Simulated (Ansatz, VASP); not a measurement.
WSe2: VASP beside Ansatz

```
CELL_PARAMETERS angstrom
3.27902 0.00000 0.00000
-1.63951 2.83971 0.00000
0.00000 0.00000 12.78851
ATOMIC_POSITIONS crystal
W 0.33333 0.66667 0.25000
W 0.66667 0.33333 0.75000
Se 0.33333 0.66667 0.61829
Se 0.66667 0.33333 0.11829
Se 0.33333 0.66667 0.88171
Se 0.66667 0.33333 0.38171
```

Alike in both runs: task single point; functional r2SCAN; k mesh 9 × 9 × 2; occupations gaussian, width 0.02 eV; no spin polarisation.

|  | VASP | Ansatz |
| --- | --- | --- |
| version | VASP 6.6.1 | Ansatz 0.2.0 |
| potentials or method | VASP PAW PBE potentials, release 64 (W_sv, Se), cutoff 520 eV | scalar-relativistic, plane waves, PAW |
| valence electrons in the cell | 52 | 92 |

```csv
,VASP,Ansatz,Ansatz less VASP
gap on the k mesh at the Fermi level (eV),1.11,1.12,+0.004
least direct gap on the mesh (eV),1.68,1.69,+0.002
pressure (GPa),2.3,2.0,-0.35
"traceless stress, the component that is largest in VASP (GPa)",-1.15,-1.19,-0.043
rms of the force components (eV/Å),0.147,0.168,+0.0214
```

VASP's potentials were made for PBE, not for r2SCAN. Atom by atom the forces differ by 0.021 eV/Å (rms over components). With one functional, cell and mesh, what is left measures potentials, basis and numerics. VASP's potentials hold 52 valence electrons a cell and Ansatz's 92, so a difference there can come from the potentials and not from the codes.

Neither program's run includes spin-orbit coupling.
